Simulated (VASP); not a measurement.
The system is Ga.

```
Ga
1.0
    -1.38440    1.38440    2.31122
     1.38440   -1.38440    2.31122
     1.38440    1.38440   -2.31122
Ga
1
Direct
  0.00000 0.00000 0.00000
```

| Property | Result |
| --- | --- |
| Program | VASP 6.6.1 |
| Task | relaxation of cell and atoms |
| Functional | revPBE |
| Potentials or basis | VASP PAW PBE potentials, release 64 (Ga_d) |
| Cutoff | 600 eV |
| k mesh | 13 × 13 × 13 |
| Occupations | fermi-dirac, width 0.05 eV |
| Spin | no spin polarisation |

At the start: pressure 5.1 GPa; volume 17.72 Å³/atom.

Question: How do energy, volume and symmetry change on relaxing?

Answer: Over 29 steps the energy falls by 29.0 meV/atom and the volume is 19.50 Å³/atom (+10.0 %); space group I4/mmm (No. 139, to 0.05 Å).

The path:
```
step  energy change (eV)  largest force (eV/Å)  pressure (GPa)  volume (Å³)
   1              0.0000                0.0000            5.09        17.72
   2             -0.0239                0.0000            0.24        19.20
   3             -0.0241                0.0000            0.34        19.29
   4             -0.0242                0.0000            0.05        19.48
   5             -0.0241                0.0000           -0.23        19.52
   6             -0.0243                0.0000           -0.20        19.44
   7             -0.0242                0.0000            0.55        19.20
   8             -0.0243                0.0000            0.58        19.32
   9             -0.0243                0.0000            0.24        19.38
  10             -0.0243                0.0000            0.07        19.39
  11             -0.0243                0.0000            0.08        19.39
  12             -0.0245                0.0000            0.10        19.39
  13             -0.0252                0.0000            0.14        19.40
  14             -0.0281                0.0000            0.23        19.42
  15             -0.0277                0.0000            0.30        19.43
  16             -0.0290                0.0000            0.10        19.43
  17             -0.0290                0.0000            0.21        19.42
  18             -0.0285                0.0000            0.32        19.74
  19             -0.0189                0.0000           -1.52        20.68
  20             -0.0281                0.0000           -0.39        19.82
  21             -0.0284                0.0000           -0.71        19.76
  22             -0.0285                0.0000           -0.46        19.74
  23             -0.0289                0.0000           -0.18        19.54
  24             -0.0289                0.0000            0.29        19.40
  25             -0.0290                0.0000            0.11        19.48
  26             -0.0290                0.0000           -0.03        19.50
  27             -0.0290                0.0000            0.03        19.49
  28             -0.0290                0.0000            0.04        19.49
  29             -0.0290                0.0000            0.02        19.50
```

Final structure:
```cif
data_structure
_symmetry_space_group_name_H-M 'P 1'
_symmetry_Int_Tables_number 1
_cell_length_a 3.0817
_cell_length_b 3.0817
_cell_length_c 3.0817
_cell_angle_alpha 123.472
_cell_angle_beta 123.472
_cell_angle_gamma 84.085
_cell_volume 19.50
loop_
_atom_site_label
_atom_site_type_symbol
_atom_site_fract_x
_atom_site_fract_y
_atom_site_fract_z
_atom_site_occupancy
Ga1 Ga 0.00000 0.00000 0.00000 1
```

Caveat: the PAW data sets were made with another functional, which shifts forces and pressure a little.
